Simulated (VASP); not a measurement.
# MgH2 (I4_1/amd) in VASP: further runs

MgH2 is run at these levels: PBE, r2SCAN; tasks: single point.

Everything below comes from runs of VASP 6.6.1. Logs are shortened: lines on timing, memory, paths and dates and some standing lists are left out, and cuts for length are marked.

### 1 The cell of the first run

It takes space group I4_1/amd (No. 141, tetragonal). Conventional cell: a = 3.740 Å, b = 3.740 Å, c = 9.223 Å, α = 90.00°, β = 90.00°, γ = 90.00°. Within 2.5 Å of Mg (site symmetry -4m2) lie 6 H at 1.90 to 1.96 Å. Within 2.5 Å of H (site symmetry 2mm) lie 3 Mg at 1.90 to 1.96 Å and 2 H at 2.47 Å.

### 2 Single point, PBE

INCAR reads:

```
ALGO = Normal ; EDIFF = 1E-6
ENCUT = 600 ; GGA = PE
GGA_COMPAT = False ; ISIF = 2
ISMEAR = 0 ; LASPH = True
LCHARG = False ; LREAL = False
LWAVE = False ; NBANDS = 13
NELM = 120 ; PREC = Accurate
SIGMA = 0.02
```

KPOINTS reads:

```
k-points
0
Gamma
  8 8 8
```

POSCAR reads:

```
MgH2
1.0
   -1.8701653075      1.8701653075      4.6115867530
    1.8701653075     -1.8701653075      4.6115867530
    1.8701653075      1.8701653075     -4.6115867530
Mg H
2 4
Direct
    0.0000000000      0.0000000000      0.0000000000
    0.7500000000      0.2500000000      0.5000000000
    0.7876127281      0.7876127281      0.0000000000
    0.9623872719      0.4623872719      0.5000000000
    0.5376127281      0.0376127281      0.5000000000
    0.2123872719      0.2123872719      0.0000000000
```

Potentials or basis: VASP PAW PBE potentials, release 64 (Mg, H).

Command:

```console
$ cat potpaw_PBE.64/Mg/POTCAR potpaw_PBE.64/H/POTCAR > POTCAR
$ mpirun -np 1 vasp_std > vasp.out
```

OUTCAR:

```text
EDIFF = 1E-6
   ENCUT = 600
   GGA = PE
   ISIF = 2
   ISMEAR = 0
   LASPH = True
   LREAL = False
   NELM = 120
   PREC = Accurate

 ion  position               nearest neighbor table
   1  0.000  0.000  0.000-   5 1.90   4 1.90   5 1.90   4 1.90   3 1.96   6 1.96   2 2.97   2 2.97
                             2 2.97   2 2.97
   2  0.750  0.250  0.500-   3 1.90   6 1.90   3 1.90   6 1.90   5 1.96   4 1.96   1 2.97   1 2.97
                             1 2.97   1 2.97
   3  0.788  0.788  0.000-   2 1.90   2 1.90   1 1.96
   4  0.962  0.462  0.500-   1 1.90   1 1.90   2 1.96
   5  0.538  0.038  0.500-   1 1.90   1 1.90   2 1.96
   6  0.212  0.212  0.000-   2 1.90   2 1.90   1 1.96

  LATTYP: Found a body centered tetragonal cell.
 ALAT       =     3.7403306150
 C/A-ratio  =     2.4658711904

  Lattice vectors:

 A1 = (  -1.8701653075,   1.8701653075,   4.6115867530)
 A2 = (   1.8701653075,  -1.8701653075,   4.6115867530)
 A3 = (   1.8701653075,   1.8701653075,  -4.6115867530)

Analysis of symmetry for initial positions (statically):
=====================================================================
 Subroutine PRICEL returns:
 Original cell was already a primitive cell.

 Routine SETGRP: Setting up the symmetry group for a
 body centered tetragonal supercell.

 Subroutine GETGRP returns: Found 16 space group operations
 (whereof  8 operations were pure point group operations)
 out of a pool of 16 trial point group operations.

The static configuration has the point symmetry D_2d.
 The point group associated with its full space group is D_4h.

Analysis of symmetry for dynamics (positions and initial velocities):
=====================================================================
 Subroutine PRICEL returns:
 Original cell was already a primitive cell.

 Routine SETGRP: Setting up the symmetry group for a
 body centered tetragonal supercell.

 Subroutine GETGRP returns: Found 16 space group operations
 (whereof  8 operations were pure point group operations)
 out of a pool of 16 trial point group operations.

The dynamic configuration has the point symmetry D_2d.
 The point group associated with its full space group is D_4h.

 Subroutine INISYM returns: Found 16 space group operations
 (whereof  8 operations are pure point group operations),
 and found     1 'primitive' translations

[... 116 lines left out ...]
   EFERMI =   0.00;   METHOD = LEGACY
   ISMEAR =     0;   SIGMA  =   0.02  broadening in eV -4-tet -1-fermi 0-gaus
   EFERMI_NEDOS =   21; number of points for ismear=-14 and -15
   IALGO  =     38    algorithm
   IMIX   =      4    mixing-type and parameters
     AMIX     =   0.40;   BMIX     =  1.00
     AMIX_MAG =   1.60;   BMIX_MAG =  1.00
  volume/ion in A,a.u.               =      10.75        72.56
  Fermi-wavevector in a.u.,A,eV,Ry     =   0.816359  1.542695  9.067502  0.666443
  Thomas-Fermi vector in A             =   1.926613
   LORBIT       =      0    0 simple, 1 ext, 2 COOP (PROOUT), +10 PAW based schemes
   GGA     = PE    functional components
   LHFCALC =     F    Hartree Fock is set to
   AEXX    =    0.0000 exact exchange contribution
   IVDW    =     0    specifies the selected vdW correction
   LEPSILON=     F    determine dielectric tensor
   LRPA    =     F    only Hartree local field effects (RPA)
 non-spin polarized calculation
 Gauss-broadening in eV      SIGMA  =   0.02
  energy-cutoff  :      600.00
  volume of cell :       64.52
 maximum number of plane-waves:      2179
   NGX = 21   NGY = 21   NGZ = 21

 number of electron       8.0000000 magnetization

 Free energy of the ion-electron system (eV)
  ---------------------------------------------------
  ext. energy  EPLUGINS =         0.00000000
  ---------------------------------------------------
  free energy    TOTEN  =       -17.43908212 eV

  energy without entropy =      -17.43908212  energy(sigma->0) =      -17.43908212

 E-fermi :  -0.1290     XC(G=0):  -8.0656

 val. band max:       -0.2726428884   @ k =   0.0000   0.0000   0.0000
 cond. band min:       3.3443722205   @ k =   0.5000   0.5000  -0.0000
 fundamental gap:      3.6170151089
 Fermi energy:        -0.1290060904

 k-point     1 :       0.0000    0.0000    0.0000
  band No.  band energies     occupation
      1      -7.1914      2.00000
      2      -2.2058      2.00000
      3      -2.0972      2.00000
      4      -0.2726      2.00000
      5       4.4856      0.00000
      6       6.5142      0.00000
      7       6.5142      0.00000
      8       7.0153      0.00000
      9       7.0153      0.00000
     10       8.6224      0.00000
     11       9.3229      0.00000
     12      14.7221      0.00000
     13      14.7999      0.00000
[... 354 lines left out ...]
  band No.  band energies     occupation
      1      -4.5925      2.00000
      2      -3.6276      2.00000
      3      -2.6513      2.00000
      4      -1.6078      2.00000
      5       3.4115      0.00000
      6       5.1181      0.00000
      7       5.5979      0.00000
      8       6.6158      0.00000
      9       8.1487      0.00000
     10       8.7745      0.00000
     11      12.0096      0.00000
     12      12.3294      0.00000
     13      13.1149      0.00000

 [... further k-points ...]

------------------------ aborting loop because EDIFF is reached ----------------------------------------

  FORCE on cell =-STRESS in cart. coord.  units (eV):
  Direction    XX          YY          ZZ          XY          YZ          ZX
  --------------------------------------------------------------------------------------
  -------------------------------------------------------------------------------------
  Total        1.1307382      1.1307382      1.0887624      0.0000000     -0.0000000      0.0000000
  in kB       28.0803346     28.0803346     27.0379240      0.0000000     -0.0000000      0.0000000
  external PRESSURE =      27.7328644 kB  Pullay stress =       0.0000000 kB

 VOLUME and BASIS-vectors are now :
 -----------------------------------------------------------------------------
  energy-cutoff  :      600.00
  volume of cell :       64.52
      direct lattice vectors                 reciprocal lattice vectors
    -1.870165307  1.870165307  4.611586753     0.000000000  0.267356045  0.108422551
     1.870165307 -1.870165307  4.611586753     0.267356045  0.000000000  0.108422551
     1.870165307  1.870165307 -4.611586753     0.267356045  0.267356045  0.000000000

 POSITION                                       TOTAL-FORCE (eV/Angst)
 -----------------------------------------------------------------------------------
      0.00000      0.00000      0.00000         0.000000      0.000000     -0.000000
     -0.00000      1.87017      2.30579         0.000000      0.000000     -0.000000
      0.00000      0.00000      7.26429         0.000000     -0.000000      0.002464
      0.00000      1.87017      4.26468        -0.000000      0.000000     -0.002464
      0.00000      1.87017      0.34691        -0.000000      0.000000      0.002464
      0.00000      0.00000      1.95888         0.000000     -0.000000     -0.002464
 -----------------------------------------------------------------------------------
    total drift:                                0.000000      0.000000     -0.000000

  FREE ENERGIE OF THE ION-ELECTRON SYSTEM (eV)
  ---------------------------------------------------
  free  energy   TOTEN  =       -17.4390821249 eV

  energy  without entropy=      -17.4390821249  energy(sigma->0) =      -17.43908212
```

It took 100 s on 1 thread of Intel Xeon 8259CL, shared host; peak memory 0.28 GiB.

What came out:

```
Free energy            : -17.4391 eV
Pressure               : 2.8 GPa
Band gap on the k mesh : 3.62 eV (least direct gap 4.76 eV)
```

Forces on the atoms (eV/Å):
```
Mg   0.000  0.000  0.000
Mg   0.000  0.000  0.000
H    0.000  0.000  0.002
H    0.000  0.000 -0.002
H    0.000  0.000  0.002
H    0.000  0.000 -0.002
```

Levels at points of the mesh, in eV from the valence-band top:
```tsv
k point	band 1	band 2	band 3	band 4	band 5	band 6	band 7	band 8
(0.00, 0.00, 0.00)	-6.92	-1.93	-1.82	0.00	4.76	6.79	6.79	7.29
(0.50, 0.00, 0.00)	-4.87	-3.72	-2.48	-0.94	4.30	7.01	7.42	8.10
(0.50, 0.50, 0.00)	-2.95	-2.95	-2.49	-2.49	3.62	3.62	6.18	6.18
(0.50, 0.50, 0.50)	-5.42	-5.42	-0.30	-0.30	5.49	5.49	8.97	8.97
```

### 3 Single point, PBE

This run uses another cell than the first one, of 11.44 Å³/atom.

INCAR reads:

```
PREC = Accurate ; ENCUT = 600
EDIFF = 1E-6 ; ISMEAR = 0
SIGMA = 0.02 ; LREAL = F
LASPH = T ; NELM = 120
ALGO = Normal ; ISIF = 2
LWAVE = F ; LCHARG = T
GGA = PE ; LELF = T
LVHAR = T ; NBANDS = 13
GGA_COMPAT = F
```

KPOINTS reads:

```
Automatic mesh
0
Gamma
  8 8 8
  0.5 0.5 0.5
```

POSCAR reads:

```
MgH2
1.0
   -1.9041682961      1.9041682961      4.7322955713
    1.9041682961     -1.9041682961      4.7322955713
    1.9041682961      1.9041682961     -4.7322955713
Mg H
2 4
Direct
    0.0000000000      0.0000000000      0.0000000000
    0.7500000000      0.2500000000      0.5000000000
    0.7899169545      0.7899169545      0.0000000000
    0.9600830455      0.4600830455      0.5000000000
    0.5399169545      0.0399169545      0.5000000000
    0.2100830455      0.2100830455      0.0000000000
```

Potentials or basis: VASP PAW PBE potentials, release 64 (Mg, H).

Command:

```console
$ cat potpaw_PBE.64/Mg/POTCAR potpaw_PBE.64/H/POTCAR > POTCAR
$ mpirun -np 1 vasp_std > vasp.out
```

It took 2.6 min on 1 thread of Intel Xeon 8259CL, shared host; peak memory 0.34 GiB.

The run converged. Its results:

- Free energy: -17.4716 eV
- Pressure: -0.2 GPa
- Band gap on the k mesh: 3.54 eV (least direct gap 4.71 eV)

Levels at points of the mesh, in eV from the valence-band top:
```
           k point  band 1  band 2  band 3  band 4  band 5  band 6  band 7  band 8
(0.06, 0.06, 0.06)   -6.37   -2.27   -1.47   -0.47    4.47    5.27    5.92    7.55
```

Caveat: a shifted mesh leaves out Γ, where band edges can lie. A k mesh can miss the band edges.

### 4 Single point, r2SCAN

This run uses another cell than the first one, of 11.44 Å³/atom.

POSCAR is that of step 3.

INCAR.step1 reads:

```
PREC = Accurate ; ENCUT = 660
ISMEAR = 0 ; SIGMA = 0.02
LREAL = False ; LASPH = True
NELM = 120 ; NBANDS = 13
GGA = PE ; ALGO = Normal
EDIFF = 1E-5 ; LWAVE = True
LCHARG = False ; GGA_COMPAT = False
```

INCAR.step2 reads:

```
PREC = Accurate ; ENCUT = 660
EDIFF = 1E-6 ; ISMEAR = 0
SIGMA = 0.02 ; LREAL = False
LASPH = True ; NELM = 120
ALGO = Normal ; ISIF = 2
LWAVE = False ; LCHARG = True
METAGGA = R2SCAN ; LMIXTAU = True
LELF = True ; LVHAR = True
NBANDS = 13 ; ISTART = 1
GGA_COMPAT = False
```

KPOINTS reads:

```
regular mesh
0
Gamma
  8 8 8
```

Command:

```console
$ cat potpaw_PBE.64/Mg/POTCAR potpaw_PBE.64/H/POTCAR > POTCAR
$ cp INCAR.step1 INCAR
$ mpirun -np 1 vasp_std > vasp.out
$ cp INCAR.step2 INCAR
$ mpirun -np 1 vasp_std > vasp.out
```

Run time: 10 min. Hardware: 1 thread of Intel Xeon 8259CL, shared host; peak memory 0.39 GiB.

It converged, with:

```
Free energy            : -23.5239 eV
Pressure               : -1.3 GPa
Largest force          : 0.029 eV/Å
Band gap on the k mesh : 4.08 eV (least direct gap 5.23 eV)
```

Forces in eV/Å, atoms in the order of the input:
```
Mg   0.000  0.000  0.000
Mg   0.000  0.000  0.000
H    0.000  0.000  0.029
H    0.000  0.000 -0.029
H    0.000  0.000  0.029
H    0.000  0.000 -0.029
```

Stress tensor (GPa, compression positive):
```
-1.21  0.00  0.00
 0.00 -1.21  0.00
 0.00  0.00 -1.43
```

Levels at points of the mesh, in eV from the valence-band top:
| k point | band 2 | band 3 | band 4 | band 5 | band 6 | band 7 |
| --- | --- | --- | --- | --- | --- | --- |
| (0.00, 0.00, 0.00) | -2.05 | -1.79 | 0.00 | 5.23 | 7.19 | 7.19 |
| (0.50, 0.00, 0.00) | -3.62 | -2.51 | -0.88 | 4.62 | 7.33 | 7.82 |
| (0.50, 0.50, 0.00) | -2.91 | -2.49 | -2.49 | 4.08 | 4.08 | 6.55 |
| (0.50, 0.50, 0.50) | -5.33 | -0.30 | -0.30 | 5.91 | 5.91 | 9.31 |

Caveat: the PAW data sets were made with another functional, which shifts forces and pressure a little. A k mesh can miss the band edges.

### 5 Single point, PBE

This run uses another cell than the first one, of 11.78 Å³/atom.

INCAR reads:

```
SYSTEM = MgH2
ALGO = Normal
EDIFF = 1E-6
ENCUT = 600
GGA = PE
GGA_COMPAT = .FALSE.
ISIF = 2
ISMEAR = 0
ISYM = 0
LASPH = .TRUE.
LCHARG = .TRUE.
LELF = .TRUE.
LREAL = .FALSE.
LVHAR = .TRUE.
LWAVE = .FALSE.
NBANDS = 13
NELM = 120
PREC = Accurate
SIGMA = 0.02
```

KPOINTS reads:

```
k-points
0
G
  8 8 8
  0 0 0
```

POSCAR reads:

```
MgH2
1.0
   -1.9220690199      1.9220690199      4.7838966567
    1.9220690199     -1.9220690199      4.7838966567
    1.9220690199      1.9220690199     -4.7838966567
Mg H
2 4
Direct
    0.0000000000      0.0000000000      0.0000000000
    0.7500000000      0.2500000000      0.5000000000
    0.7907061674      0.7907061674      0.0000000000
    0.9592938326      0.4592938326      0.5000000000
    0.5407061674      0.0407061674      0.5000000000
    0.2092938326      0.2092938326      0.0000000000
```

Command:

```console
$ cat potpaw_PBE.64/Mg/POTCAR potpaw_PBE.64/H/POTCAR > POTCAR
$ mpirun -np 1 vasp_std > vasp.out
```

It took 11 min on 1 thread of Intel Xeon 8259CL, shared host; peak memory 0.52 GiB.

The run converged. Its results:

| Property | Result |
| --- | --- |
| Free energy | -17.4619 eV |
| Pressure | -1.4 GPa |
| Band gap on the k mesh | 3.42 eV (least direct gap 4.70 eV) |

Levels at points of the mesh, in eV from the valence-band top:
```
           k point  band 1  band 2  band 3  band 4  band 5  band 6  band 7  band 8  band 9
(0.00, 0.00, 0.00)   -6.54   -2.01   -1.73    0.00    4.78    6.48    6.48    6.99    6.99
(0.50, 0.00, 0.00)   -4.68   -3.50   -2.42   -0.86    4.07    6.64    7.03    7.46    8.79
(0.00, 0.50, 0.00)   -4.68   -3.50   -2.42   -0.86    4.07    6.64    7.03    7.46    8.79
(0.00, 0.50, 0.50)   -4.68   -3.50   -2.42   -0.86    4.07    6.64    7.03    7.46    8.79
(0.50, 0.00, 0.50)   -4.68   -3.50   -2.42   -0.86    4.07    6.64    7.03    7.46    8.79
(0.50, 0.50, 0.00)   -2.84   -2.84   -2.40   -2.40    3.53    3.53    5.83    5.83    7.13
(0.00, 0.00, 0.50)   -2.84   -2.84   -2.40   -2.40    3.53    3.53    5.83    5.83    7.13
(0.50, 0.50, 0.50)   -5.16   -5.16   -0.28   -0.28    5.27    5.27    8.58    8.58   10.17
```

A k mesh can miss the band edges.

### 6 Overview

```csv
level,cell,k mesh,cutoff (eV),gap on the mesh (eV),pressure (GPa)
PBE,"a = 5.316 Å, angles 138.8, 138.8, 59.7°, 6 atoms, atomic positions A",8 × 8 × 8,600,3.62,2.8
PBE,"a = 5.445 Å, angles 139.1, 139.1, 59.3°, 6 atoms, atomic positions B","8 × 8 × 8, shifted",600,3.54,-0.2
r2SCAN,"a = 5.445 Å, angles 139.1, 139.1, 59.3°, 6 atoms, atomic positions B",8 × 8 × 8,660,4.08,-1.3
PBE,"a = 5.502 Å, angles 139.1, 139.1, 59.2°, 6 atoms, atomic positions B",8 × 8 × 8,600,3.42,-1.4
```

Alike in all rows: task single point; potentials or basis VASP PAW PBE potentials, release 64 (Mg, H); no spin polarisation; smearing gaussian 0.02 eV.

Caveats: a shifted mesh leaves out Γ, where band edges can lie (at least some runs); the PAW data sets were made with another functional, which shifts forces and pressure a little (at least some runs).

Total energies depend on the potentials used, so only differences within one code and one set of settings carry meaning.
